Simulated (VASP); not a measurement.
# Ta16Cu (a cell with a defect) in VASP: single point with PBE

Aim: the single point of Ta16Cu (a cell with a defect) with PBE.

Everything below comes from runs of VASP 6.6.1. Logs are shortened: lines on timing, memory, paths and dates and some standing lists are left out, and cuts for length are marked.

## (1) The cell of the first run

The cell holds a defect, 17 atoms: a = 6.620 Å, b = 6.620 Å, c = 6.620 Å, α = 90.00°, β = 90.00°, γ = 90.00°.

## (2) Single point, PBE

INCAR reads:

```
SYSTEM = Ta16Cu
ALGO = Normal ; EDIFF = 1E-7
ENCUT = 520 ; GGA = PE
ISIF = 2 ; ISMEAR = -1
LASPH = .TRUE. ; LCHARG = .FALSE.
LREAL = Auto ; LWAVE = .FALSE.
NBANDS = 108 ; NELM = 80
PREC = Accurate ; SIGMA = 0.15
```

KPOINTS reads:

```
k-points
0
G
  3 3 3
  0 0 0
```

POSCAR reads:

```
Ta16Cu
1.0
    6.6200000000      0.0000000000      0.0000000000
    0.0000000000      6.6200000000      0.0000000000
    0.0000000000      0.0000000000      6.6200000000
Ta Cu
16 1
Direct
    0.0086102719      0.0174320242     -0.0159969789
    0.5292598187      0.0418126888      0.0467673716
    0.0223111782      0.5439123867     -0.0158610272
   -0.0508912387      0.1197129909      0.3810422961
    0.3106193353      0.2995015106      0.2675377644
    0.4037009063      0.4244864048     -0.1008459215
    0.5279305136      0.0151963746      0.5008308157
    0.7171752266      0.3530966767      0.1962537764
    0.0388217523      0.4959667674      0.4999848943
    0.3097885196      0.7398187311      0.2521148036
    0.1882930514      0.1690181269      0.6944259819
    0.5326888218      0.5795619335      0.5459214502
    0.7802567976      0.7793655589      0.2890785498
    0.7508006042      0.2553323263      0.7570996979
    0.2898187311      0.7958157100      0.7580060423
    0.6744259819      0.6946223565      0.9425377644
    0.8775226586     -0.1652870091      0.6787764350
```

Potentials or basis: VASP PAW PBE potentials, release 64 (Ta_pv, Cu).

Launch:

```console
cat potpaw_PBE.64/Ta_pv/POTCAR potpaw_PBE.64/Cu/POTCAR > POTCAR
mpirun -np 1 vasp_std > vasp.out
```

OUTCAR:

```text
SYSTEM = Ta16Cu
   EDIFF = 1E-7
   ENCUT = 520
   GGA = PE
   ISIF = 2
   ISMEAR = -1
   LASPH = .TRUE.
   LREAL = Auto
   NELM = 80
   PREC = Accurate

 ion  position               nearest neighbor table
   1  0.009  0.017  0.984-  11 2.47  17 2.51   4 2.74  14 2.77  15 2.80  13 2.97  16 3.09   3 3.14
                             2 3.20  10 3.24   8 3.26   5 3.32   2 3.48   3 3.49
   2  0.529  0.042  0.047-  16 2.59   8 2.60   5 2.67  14 2.80  10 2.82   6 2.84  13 2.89  15 2.97
                             7 3.01   1 3.20  11 3.35   1 3.48   4 3.59
   3  0.022  0.544  0.984-  16 2.52   6 2.70   8 2.77  15 2.86  10 2.91  17 2.95  13 3.01  14 3.02
                             5 3.13   1 3.14   9 3.22  11 3.32   9 3.43   1 3.49
   4  0.949  0.120  0.381-   8 2.50  13 2.59  11 2.63   9 2.68   1 2.74  17 2.77   5 2.78  14 2.95
                             7 2.98  10 3.57   2 3.59
   5  0.311  0.300  0.268-   6 2.65   2 2.67   9 2.70   8 2.76   4 2.78   7 2.83  10 2.92  12 3.00
                            11 3.06   3 3.13   1 3.32
   6  0.404  0.424  0.899-  16 2.55  11 2.59   5 2.65  12 2.69   3 2.70  14 2.72  15 2.74   2 2.84
                             8 2.90  10 3.19
   7  0.528  0.015  0.501-  13 2.68  15 2.74  14 2.75  11 2.78   5 2.83  10 2.85  17 2.86  12 2.90
                             4 2.98   2 3.01   8 3.26
   8  0.717  0.353  0.196-   4 2.50   2 2.60   5 2.76   3 2.77  16 2.83   6 2.90  13 2.92  14 2.99
                            12 3.02   9 3.08   1 3.26   7 3.26
   9  0.039  0.496  0.500-   4 2.68   5 2.70  11 2.71  17 2.75  13 2.90  10 2.92  14 3.01   8 3.08
                            15 3.10   3 3.22  12 3.33  12 3.41   3 3.43
  10  0.310  0.740  0.252-  12 2.66   2 2.82   7 2.85   3 2.91   5 2.92   9 2.92  13 3.14  16 3.18
                             6 3.19   1 3.24  15 3.29  15 3.37  13 3.52   4 3.57
  11  0.188  0.169  0.694-   1 2.47   6 2.59  15 2.59   4 2.63   9 2.71   7 2.78  14 2.98  17 3.02
                             5 3.06   3 3.32   2 3.35
  12  0.533  0.580  0.546-  15 2.57  10 2.66   6 2.69  13 2.71  16 2.89   7 2.90  14 2.94  17 2.97
                             5 3.00   8 3.02   9 3.33   9 3.41
  13  0.780  0.779  0.289-  16 2.46   4 2.59   7 2.68  17 2.68  12 2.71   2 2.89   9 2.90   8 2.92
                             1 2.97   3 3.01  10 3.14  10 3.52
  14  0.751  0.255  0.757-   6 2.72   7 2.75   1 2.77   2 2.80  12 2.94  17 2.95   4 2.95  11 2.98
                             8 2.99   9 3.01   3 3.02  16 3.20
  15  0.290  0.796  0.758-  12 2.57  11 2.59   6 2.74   7 2.74  17 2.79   1 2.80   3 2.86  16 2.90
                             2 2.97   9 3.10  10 3.29  10 3.37
  16  0.674  0.695  0.943-  17 2.39  13 2.46   3 2.52   6 2.55   2 2.59   8 2.83  12 2.89  15 2.90
                             1 3.09  10 3.18  14 3.20
  17  0.878  0.835  0.679-  16 2.39   1 2.51  13 2.68   9 2.75   4 2.77  15 2.79   7 2.86   3 2.95
                            14 2.95  12 2.97  11 3.02

  LATTYP: Found a simple cubic cell.
 ALAT       =     6.6200000000

  Lattice vectors:

 A1 = (   6.6200000000,   0.0000000000,   0.0000000000)
 A2 = (   0.0000000000,   6.6200000000,   0.0000000000)
 A3 = (   0.0000000000,   0.0000000000,   6.6200000000)

Analysis of symmetry for initial positions (statically):
=====================================================================
 Subroutine PRICEL returns:
 Original cell was already a primitive cell.

 Routine SETGRP: Setting up the symmetry group for a
 simple cubic supercell.

 Subroutine GETGRP returns: Found  1 space group operations
 (whereof  1 operations were pure point group operations)
 out of a pool of 48 trial point group operations.

The static configuration has the point symmetry C_1 .

Analysis of symmetry for dynamics (positions and initial velocities):
=====================================================================
 Subroutine PRICEL returns:
 Original cell was already a primitive cell.

 Routine SETGRP: Setting up the symmetry group for a
 simple cubic supercell.

 Subroutine GETGRP returns: Found  1 space group operations
 (whereof  1 operations were pure point group operations)
 out of a pool of 48 trial point group operations.

The dynamic configuration has the point symmetry C_1 .

 Subroutine INISYM returns: Found  1 space group operations
 (whereof  1 operations are pure point group operations),
 and found     1 'primitive' translations

----------------------------------------------------------------------------------------

                                     Primitive cell
[... 62 lines left out ...]
     0.000000000  0.050352467  0.000000000     0.000000000  0.333333333  0.000000000
     0.000000000  0.000000000  0.050352467     0.000000000  0.000000000  0.333333333

  Length of vectors
     0.050352467  0.050352467  0.050352467

  Shift w.r.t. Gamma in fractional coordinates (k-lattice)
     0.000000000  0.000000000  0.000000000

 Subroutine IBZKPT returns following result:
 ===========================================

 Found     14 irreducible k-points:

 Following reciprocal coordinates:
            Coordinates               Weight
  0.000000  0.000000  0.000000      1.000000
  0.333333  0.000000  0.000000      2.000000
  0.000000  0.333333  0.000000      2.000000
  0.000000  0.000000  0.333333      2.000000
  0.333333  0.333333  0.000000      2.000000
  0.000000  0.333333  0.333333      2.000000
  0.333333  0.000000  0.333333      2.000000
 -0.333333  0.333333  0.000000      2.000000
 -0.333333  0.000000  0.333333      2.000000
  0.000000 -0.333333  0.333333      2.000000
  0.333333  0.333333  0.333333      2.000000
 -0.333333  0.333333  0.333333      2.000000
 -0.333333 -0.333333  0.333333      2.000000
  0.333333 -0.333333  0.333333      2.000000
   k-points           NKPTS =     14   k-points in BZ     NKDIM =     14   number of bands    NBANDS=    108
   number of dos      NEDOS =    301   number of ions     NIONS =     17
   total plane-waves  NPLWV = 125000
   dimension x,y,z NGX =    50 NGY =   50 NGZ =   50
   dimension x,y,z NGXF=   100 NGYF=  100 NGZF=  100
   ions per type =              16   1
   NGX,Y,Z   is equivalent  to a cutoff of  12.56, 12.56, 12.56 a.u.
   NGXF,Y,Z  is equivalent  to a cutoff of  25.11, 25.11, 25.11 a.u.
 SYSTEM =  Ta16Cu
   PREC   = accura    normal or accurate (medium, high low for compatibility)
   ISTART =      0    job   : 0-new  1-cont  2-samecut
   ICHARG =      2    charge: 1-file 2-atom 10-const
   ISPIN  =      1    spin polarized calculation?
   LNONCOLLINEAR =      F non collinear calculations
   LSORBIT =      F    spin-orbit coupling
   LASPH  =      T    aspherical Exc in radial PAW
   ENCUT  =  520.0 eV  38.22 Ry    6.18 a.u.  12.31 12.31 12.31*2*pi/ulx,y,z
   NELM   =     80;   NELMIN=  2; NELMDL= -5     # of ELM steps
   EDIFF  = 0.1E-06   stopping-criterion for ELM
   LREAL  =      T    real-space projection
   EDIFFG = 0.1E-05   stopping-criterion for IOM
   NSW    =      0    number of steps for IOM
   IBRION =     -1    ionic relax: 0-MD 1-quasi-New 2-CG
   NFREE  =      0    steps in history (QN), initial steepest desc. (CG)
   ISIF   =      2    stress and relaxation
   ISYM   =      2    0-nonsym 1-usesym 2-fastsym
   POTIM  = 0.5000    time-step for ionic-motion
   TEBEG  =    0.0;   TEEND  =   0.0 temperature during run
   PSTRESS=    0.0 pullay stress
   NELECT =     187.0000    total number of electrons
   NUPDOWN=      -1.0000    fix difference up-down
   EMIN   =  10.00;   EMAX   =-10.00  energy-range for DOS
   EFERMI =   0.00;   METHOD = LEGACY
   ISMEAR =    -1;   SIGMA  =   0.15  broadening in eV -4-tet -1-fermi 0-gaus
   EFERMI_NEDOS =   21; number of points for ismear=-14 and -15
   IALGO  =     38    algorithm
   IMIX   =      4    mixing-type and parameters
     AMIX     =   0.40;   BMIX     =  1.00
     AMIX_MAG =   1.60;   BMIX_MAG =  1.00
  volume/ion in A,a.u.               =      17.07       115.17
  Fermi-wavevector in a.u.,A,eV,Ry     =   1.414156  2.672368 27.209444  1.999838
  Thomas-Fermi vector in A             =   2.535728
   LORBIT       =      0    0 simple, 1 ext, 2 COOP (PROOUT), +10 PAW based schemes
   GGA     = PE    functional components
   LHFCALC =     F    Hartree Fock is set to
   AEXX    =    0.0000 exact exchange contribution
   IVDW    =     0    specifies the selected vdW correction
   LEPSILON=     F    determine dielectric tensor
   LRPA    =     F    only Hartree local field effects (RPA)
 non-spin polarized calculation
  energy-cutoff  :      520.00
  volume of cell :      290.12
 maximum number of plane-waves:      7820
 NGX is ok and might be reduce to    50
   NGX = 25   NGY = 25   NGZ = 25

 number of electron     186.9999989 magnetization

 Free energy of the ion-electron system (eV)
  ---------------------------------------------------
  ext. energy  EPLUGINS =         0.00000000
  ---------------------------------------------------
  free energy    TOTEN  =      -183.02293070 eV

  energy without entropy =     -181.87473476  energy(sigma->0) =     -182.44883273

 E-fermi :   6.1457     XC(G=0): -12.7269

 val. band max:        6.1425577401   @ k =  -0.3333   0.0000   0.3333
 cond. band min:       6.1635748150   @ k =   0.3333   0.3333   0.0000
 fundamental gap:      0.0210170749
 Fermi energy:         6.1456703650

 k-point     1 :       0.0000    0.0000    0.0000
  band No.  band energies     occupation
      1     -28.7251      2.00000
      2     -28.6555      2.00000
      3     -28.6471      2.00000
      4     -28.5114      2.00000
      5     -28.5020      2.00000
      6     -28.4435      2.00000
[... 1501 lines left out ...]
    104       7.6403      0.00009
    105       7.8814      0.00002
 [bands above 105 left out]

------------------------ aborting loop because EDIFF is reached ----------------------------------------

  FORCE on cell =-STRESS in cart. coord.  units (eV):
  Direction    XX          YY          ZZ          XY          YZ          ZX
  --------------------------------------------------------------------------------------
  -------------------------------------------------------------------------------------
  Total       40.6128808     46.2320156     45.3433869      1.2521252     -1.0072256     -2.6641585
  in kB      224.2850937    255.3168289    250.4093672      6.9148756     -5.5624146    -14.7128455
  external PRESSURE =     243.3370966 kB  Pullay stress =       0.0000000 kB

 VOLUME and BASIS-vectors are now :
 -----------------------------------------------------------------------------
  energy-cutoff  :      520.00
  volume of cell :      290.12
      direct lattice vectors                 reciprocal lattice vectors
     6.620000000  0.000000000  0.000000000     0.151057402  0.000000000  0.000000000
     0.000000000  6.620000000  0.000000000     0.000000000  0.151057402  0.000000000
     0.000000000  0.000000000  6.620000000     0.000000000  0.000000000  0.151057402

 POSITION                                       TOTAL-FORCE (eV/Angst)
 -----------------------------------------------------------------------------------
      0.05700      0.11540      6.51410        -0.454768     -0.326656      3.849705
      3.50370      0.27680      0.30960        -1.119750     -0.521519     -1.414957
      0.14770      3.60070      6.51500         1.411016     -1.718699      0.265836
      6.28310      0.79250      2.52250         1.334169     -1.398806      1.132462
      2.05630      1.98270      1.77110        -1.667728     -0.841961      0.725759
      2.67250      2.81010      5.95240        -1.494660     -0.558623     -0.407021
[... 9 lines left out ...]
      4.46470      4.59840      6.23960        -1.003405      0.329902     -2.092763
      5.80920      5.52580      4.49350         0.754149      0.306356     -1.853541
 -----------------------------------------------------------------------------------
    total drift:                                0.001102      0.002471     -0.007009

  FREE ENERGIE OF THE ION-ELECTRON SYSTEM (eV)
  ---------------------------------------------------
  free  energy   TOTEN  =      -183.0229306994 eV

  energy  without entropy=     -181.8747347583  energy(sigma->0) =     -182.44883273
```

It took 56 min on 1 thread of Intel Xeon 8259CL, shared host; peak memory 0.51 GiB.

What came out:

- Free energy: -183.0229 eV
- Pressure: 24.3 GPa
- Largest force: 3.890 eV/Å
- Band gap on the k mesh: zero (an odd number of electrons rules out a gap without spin polarisation)

Forces on the atoms (eV/Å):
```
Ta  -0.455 -0.327  3.850
Ta  -1.120 -0.522 -1.415
Ta   1.411 -1.719  0.266
Ta   1.334 -1.399  1.132
Ta  -1.668 -0.842  0.726
Ta  -1.495 -0.559 -0.407
Ta   0.081  0.677  0.300
Ta  -0.644  2.388  0.654
Ta  -0.395  2.190  0.872
Ta  -0.822  1.211 -0.713
Ta   1.312  1.487 -1.553
Ta   1.249 -2.402 -0.710
Ta   1.926 -0.752  0.565
Ta   1.261  0.838 -0.435
Ta  -1.726 -0.907  0.813
Ta  -1.003  0.330 -2.093
Cu   0.754  0.306 -1.854
```

Caveat: the atoms stand as in a frame of molecular dynamics; spin-orbit coupling is left out, which moves the levels of the heavy elements.

The gap in the log of VASP goes by the Fermi energy; the results here count the filled bands.